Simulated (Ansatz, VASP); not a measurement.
**RbSi6: VASP beside Ansatz**

File INCAR:

```
ALGO = Normal
EDIFF = 1E-6
EDIFFG = -0.01
ENCUT = 600
GGA = PE
IBRION = 2
ISIF = 3
ISMEAR = 0
LASPH = True
LCHARG = False
LREAL = False
LWAVE = False
NELM = 80
NSW = 100
PREC = Accurate
SIGMA = 0.1
```

File KPOINTS:

```
k-points
0
Gamma
  8 8 8
```

POSCAR

```
RbSi6
1.0
   -3.3948410084      3.3948410084      3.3948410084
    3.3948410084     -3.3948410084      3.3948410084
    3.3948410084      3.3948410084     -3.3948410084
Rb Si
1 6
Direct
    0.0000000000      0.0000000000      0.0000000000
    0.7500000000      0.2500000000      0.5000000000
    0.2500000000      0.7500000000      0.5000000000
    0.5000000000      0.2500000000      0.7500000000
    0.7500000000      0.5000000000      0.2500000000
    0.5000000000      0.7500000000      0.2500000000
    0.2500000000      0.5000000000      0.7500000000
```

Input for Ansatz:

```yaml
crystal:
  lattice:
    - [-3.3948410084, 3.3948410084, 3.3948410084]
    - [3.3948410084, -3.3948410084, 3.3948410084]
    - [3.3948410084, 3.3948410084, -3.3948410084]
  atoms:
    - { symbol: Rb, position: [0.0, 0.0, 0.0] }
    - { symbol: Si, position: [0.75, 0.25, 0.5] }
    - { symbol: Si, position: [0.25, 0.75, 0.5] }
    - { symbol: Si, position: [0.5, 0.25, 0.75] }
    - { symbol: Si, position: [0.75, 0.5, 0.25] }
    - { symbol: Si, position: [0.5, 0.75, 0.25] }
    - { symbol: Si, position: [0.25, 0.5, 0.75] }
basis:
  ecutwfc: 420
kpoints:
  mp_grid: { grid: [8, 8, 8] }
hamiltonian:
  xc: pbe
scf:
  occupations: { method: gaussian, width: 0.1 }
output:
  forces: true
  stress: true
  eigenvalues: true
  write_density: true
  write_potential: true
  elf: true
  volumetric_format: npy
relax:
  adjacent_minimum: "off"
  f_tol: 0.01
  max_steps: 80
  cell: { stress_tol: 0.05 }
```

Alike in both runs: task relaxation of cell and atoms; functional PBE; k mesh 8 × 8 × 8; occupations gaussian, width 0.1 eV; no spin polarisation.

|  | VASP | Ansatz |
| --- | --- | --- |
| version | VASP 6.6.1 | Ansatz 0.2.0 |
| potentials or method | VASP PAW PBE potentials, release 64 (Rb_sv, Si), cutoff 600 eV | scalar-relativistic, plane waves, PAW |
| valence electrons in the cell | 33 | 33 |

VASP gave:

| Item | Value |
| --- | --- |
| gap on the k mesh at the Fermi level, each at its own relaxed structure (eV) | none |
| relaxed volume (Å³/atom) | 22.49 |
| relaxed cell length with the largest relative difference (Å) | 5.891 |

What did Ansatz give for the same quantities?

gap on the k mesh at the Fermi level, each at its own relaxed structure (eV): none; relaxed volume (Å³/atom): 22.50; relaxed cell length with the largest relative difference (Å): 5.892.

A gap of «none» marks a metal or a gap that the smearing closes.
